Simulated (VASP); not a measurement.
Sb, 3 atoms in the cell. The cell holds a slab with vacuum, 3 atoms: a = 3.388 Å, b = 3.388 Å, c = 20.791 Å, α = 90.00°, β = 90.00°, γ = 90.00°. 

- Program: VASP 6.6.1
- Task: relaxation of the atoms
- Functional: PBE
- Potentials or basis: VASP PAW PBE potentials, release 64 (Sb)
- Cutoff: 520 eV
- k mesh: 10 × 10 × 1
- Occupations: fermi-dirac, width 0.05 eV
- Spin: no spin polarisation
- Dipole correction: yes
- Further INCAR settings: ALGO = Normal; EDIFF = 1e-06; IBRION = 2; EDIFFG = -0.01; NSW = 32

Potentials or basis: VASP PAW PBE potentials, release 64 (Sb).

Run with:

```bash
$ cat potpaw_PBE.64/Sb/POTCAR > POTCAR
$ mpirun -np 1 vasp_std > vasp.out
```

Hardware: 1 thread of Intel Xeon 8259CL (shared host).

Problem. Estimate the wall time of this run.

Solution. Run time: 3.5 min on 1 thread of Intel Xeon 8259CL, on a shared host, peak memory 0.37 GiB. Counts: scf iterations 25, k points 21, ion steps 3.
